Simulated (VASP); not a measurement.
Au:

```
CELL_PARAMETERS angstrom
2.89358 0.00000 0.00000
-1.44679 2.50591 0.00000
0.00000 0.00000 4.68760
ATOMIC_POSITIONS crystal
Au 0.33333 0.66667 0.25000
Au 0.66667 0.33333 0.75000
```

This isn't the form of Au at room conditions, which is fcc.

- Program: VASP 6.6.1
- Task: relaxation of cell and atoms
- Functional: PBEsol
- Potentials or basis: VASP PAW PBE potentials, release 64 (Au)
- Cutoff: 600 eV
- k mesh: 15 × 15 × 8
- Occupations: fermi-dirac, width 0.05 eV
- Spin: no spin polarisation

At the start: pressure 0.1 GPa; volume 16.99 Å³/atom.

Q: Where does the relaxation end?

A: Over 6 steps the energy falls by 6.2 meV/atom and the volume is 17.02 Å³/atom (+0.1 %); space group P6_3/mmc (No. 194, to 0.1 Å) before and after.

Step by step:
```
step  energy change (eV)  largest force (eV/Å)  pressure (GPa)  volume (Å³)
   1              0.0000                0.0000            0.14        33.99
   2             -0.0107                0.0000           -0.22        34.06
   3             -0.0123                0.0000           -0.28        34.09
   4             -0.0123                0.0000           -0.28        34.09
   5             -0.0122                0.0000            0.57        33.93
   6             -0.0124                0.0000            0.00        34.03
```

Final structure:
```
CELL_PARAMETERS angstrom
2.86003 0.00000 0.00000
-1.43001 2.47686 0.00000
0.00000 0.00000 4.80426
ATOMIC_POSITIONS crystal
Au 0.33333 0.66667 0.25000
Au 0.66667 0.33333 0.75000
```

Caveat: the PAW data sets were made with another functional, which shifts forces and pressure a little.
